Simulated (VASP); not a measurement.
Here is a VASP 6.6.1 calculation.

INCAR

```
SYSTEM = Cu
PREC = Accurate
ENCUT = 820
EDIFF = 1E-6
ISMEAR = 0
SIGMA = 0.1
LREAL = .FALSE.
LASPH = .TRUE.
NELM = 120
ALGO = Normal
ISIF = 2
LWAVE = .FALSE.
LCHARG = .FALSE.
GGA = PS
NBANDS = 26
GGA_COMPAT = .FALSE.
```

File KPOINTS:

```
regular mesh
0
G
  18 18 10
  0 0 0
```

Contents of POSCAR:

```
Cu
1.0
    2.5205910253      0.0000000000      0.0000000000
   -1.2602955127      2.1828958605      0.0000000000
    0.0000000000      0.0000000000      4.1165232668
Cu
2
Direct
    0.3333333333      0.6666666667      0.2500000000
    0.6666666667      0.3333333333      0.7500000000
```

Potentials or basis: VASP PAW PBE potentials, release 64 (Cu_sv_GW).

Launch:

```bash
$ cat potpaw_PBE.64/Cu_sv_GW/POTCAR > POTCAR
$ mpirun -np 1 vasp_std > vasp.out
```

**Question.** Estimate the pressure.

**Answer.** -1.7 GPa.

**Question.** What does it give for the band gap on the k mesh?

**Answer.** Zero (bands 19 and 20 overlap by 6.07 eV).

Caveat: the PAW data sets were made with another functional, which shifts forces and pressure a little.
